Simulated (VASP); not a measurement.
Crystal: AlN.

```
Al N
1.0
     0.00000    2.20159    2.20159
     2.20159    0.00000    2.20159
     2.20159    2.20159    0.00000
Al N
1 1
Cartesian
  0.0000 0.0000 0.0000
  3.3024 3.3024 3.3024
```

Base run:

```yaml
Program: VASP 6.6.1
Functional: PBE
Potentials_or_basis: VASP PAW PBE potentials, release 64 (Al, N)
Cutoff: 520 eV
k_mesh: 10 × 10 × 10
Occupations: gaussian, width 0.01 eV
Spin: no spin polarisation
```

Its results: band gap on the k mesh 3.30 eV, indirect (least direct gap 3.98 eV); pressure -0.3 GPa.

Question: The run is repeated on the same cell with these changes: functional from PBE to r2SCAN; occupations from gaussian, width 0.01 eV to gaussian, width 0.02 eV. What comes out?

Answer: Band gap on the k mesh 3.92 eV, indirect (least direct gap 4.67 eV); pressure -5.0 GPa.

Caveats: the PAW data sets were made with another functional, which shifts forces and pressure a little (some runs).

A k mesh can miss the band edges.
